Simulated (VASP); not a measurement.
A run of VASP 6.6.1 is set up as follows.

File INCAR:

```
SYSTEM = Au
  ALGO = Normal
  EDIFF = 1E-6
  ENCUT = 500
  GGA = PE
  GGA_COMPAT = .False.
  ISIF = 2
  ISMEAR = 0
  LASPH = .True.
  LCHARG = .False.
  LREAL = .False.
  LWAVE = .False.
  NBANDS = 12
  NELM = 120
  PREC = Accurate
  SIGMA = 0.1
```

The input KPOINTS:

```
k-points
0
Gamma
  18 18 18
  0 0 0
```

POSCAR

```
Au
1.0
    0.0000000000      2.1196551794      2.1196551794
    2.1196551794      0.0000000000      2.1196551794
    2.1196551794      2.1196551794      0.0000000000
Au
1
Direct
    0.0000000000      0.0000000000      0.0000000000
```

Potentials or basis: VASP PAW PBE potentials, release 64 (Au).

Run with:

```console
$ cat potpaw_PBE.64/Au/POTCAR > POTCAR
$ mpirun -np 1 vasp_std > vasp.out
```

**Question.** Predict the pressure.

**Answer.** -7.1 GPa.

**Question.** Estimate the band gap on the k mesh.

**Answer.** Zero (an odd number of electrons rules out a gap without spin polarisation).

Caveat: the cell stands under tension; spin-orbit coupling is left out, which moves the levels of the heavy elements.
